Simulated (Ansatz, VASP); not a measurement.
One calculation of LiBe, two programs

The input POSCAR:

```
LiBe
1.0
    2.8111530000      0.0000000000      0.0000000000
    0.0000000000      2.8111530000      0.0000000000
    0.0000000000      0.0000000000      2.8111530000
Li Be
1 1
Direct
    0.0000000000      0.0000000000      0.0000000000
    0.5000000000      0.5000000000      0.5000000000
```

The input INCAR.step1:

```
ALGO = Normal ; EDIFF = 1E-5
ENCUT = 830 ; GGA = PE
GGA_COMPAT = False ; ISMEAR = 0
LASPH = True ; LCHARG = False
LREAL = False ; LWAVE = True
NBANDS = 10 ; NELM = 120
PREC = Accurate ; SIGMA = 0.1
```

The input INCAR.step2:

```
ALGO = Normal ; EDIFF = 1E-6
ENCUT = 830 ; GGA_COMPAT = False
ISIF = 2 ; ISMEAR = 0
ISTART = 1 ; LASPH = True
LCHARG = False ; LMIXTAU = True
LREAL = False ; LWAVE = False
METAGGA = R2SCAN ; NBANDS = 10
NELM = 120 ; PREC = Accurate
SIGMA = 0.1
```

KPOINTS

```
k-points
0
Gamma
  6 6 6
```

Input for Ansatz:

```yaml
crystal:
  lattice:
    - [2.811153, 0.0, 0.0]
    - [0.0, 2.811153, 0.0]
    - [0.0, 0.0, 2.811153]
  atoms:
    - { symbol: Li, position: [0.0, 0.0, 0.0] }
    - { symbol: Be, position: [0.5, 0.5, 0.5] }
basis:
  ecutwfc: 500
kpoints:
  mp_grid: { grid: [6, 6, 6] }
hamiltonian:
  xc: r2scan
scf:
  occupations: { method: gaussian, width: 0.1 }
output:
  forces: true
  stress: true
  eigenvalues: true
```

Alike in both runs: task single point; functional r2SCAN; k mesh 6 × 6 × 6; occupations gaussian, width 0.1 eV; no spin polarisation.

|  | VASP | Ansatz |
| --- | --- | --- |
| version | VASP 6.6.1 | Ansatz 0.2.0 |
| potentials or method | VASP PAW PBE potentials, release 64 (Li_sv, Be), cutoff 830 eV | scalar-relativistic, plane waves, PAW |
| valence electrons in the cell | 5 | 5 |

|  | VASP | Ansatz | Ansatz less VASP |
| --- | --- | --- | --- |
| gap on the k mesh at the Fermi level (eV) | none | none | - |
| pressure (GPa) | 1.6 | 1.0 | -0.53 |

VASP's potentials were made for PBE, not for r2SCAN. A gap of «none» marks a metal or a gap that the smearing closes.

The k mesh is coarse, so the values compare programs but aren't converged.
